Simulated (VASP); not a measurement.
A run of VASP 6.6.1 is set up as follows.

INCAR

```
SYSTEM = CdS
PREC     = Accurate       ! precision mode
ENCUT    = 520            ! plane-wave cutoff, eV
EDIFF    = 1E-8           ! SCF threshold, eV
ISMEAR   = 0              ! smearing method
SIGMA    = 0.01           ! smearing width, eV
LREAL    = .False.        ! projectors in reciprocal space
LASPH    = .True.         ! aspherical terms in the spheres
NELM     = 80             ! most SCF steps
ALGO     = Normal         ! electronic algorithm
ISIF     = 2              ! what is computed and relaxed
LWAVE    = .False.        ! write WAVECAR
LCHARG   = .False.        ! write CHGCAR
GGA      = CA             ! functional
IBRION   = 8              ! ionic algorithm
NSW      = 1              ! ionic steps
LEPSILON = .True.         ! dielectric tensor by DFPT
```

KPOINTS

```
Automatic mesh
0
Gamma
  6 6 6
  0 0 0
```

POSCAR

```
CdS
1.0
    0.0000000000      2.9165000000      2.9165000000
    2.9165000000      0.0000000000      2.9165000000
    2.9165000000      2.9165000000      0.0000000000
Cd S
1 1
Direct
    0.0000000000      0.0000000000      0.0000000000
    0.7500000000      0.7500000000      0.7500000000
```

Potentials or basis: VASP PAW LDA potentials, release 64 (Cd, S).

Command:

```bash
$ cat potpaw_LDA.64/Cd/POTCAR potpaw_LDA.64/S/POTCAR > POTCAR
$ mpirun -np 1 vasp_std > vasp.out
```

Task: What does it give for the electronic dielectric tensor (diagonal)?

Result: 9.27.

Task: Estimate the Born charges (mean of the diagonal).

Result: Cd +2.32; S -2.32 e.

Task: Estimate the highest phonon frequency at Γ, LO-TO splitting left out.

Result: 231 cm⁻¹.

Phonon frequencies in cm⁻¹ (negative: imaginary):
```tsv
q point	frequencies
(0.000, 0.000, 0.000)	0 0 0 231 231 231
```

Caveat: the cell wasn't relaxed at this level first, which shifts response properties.
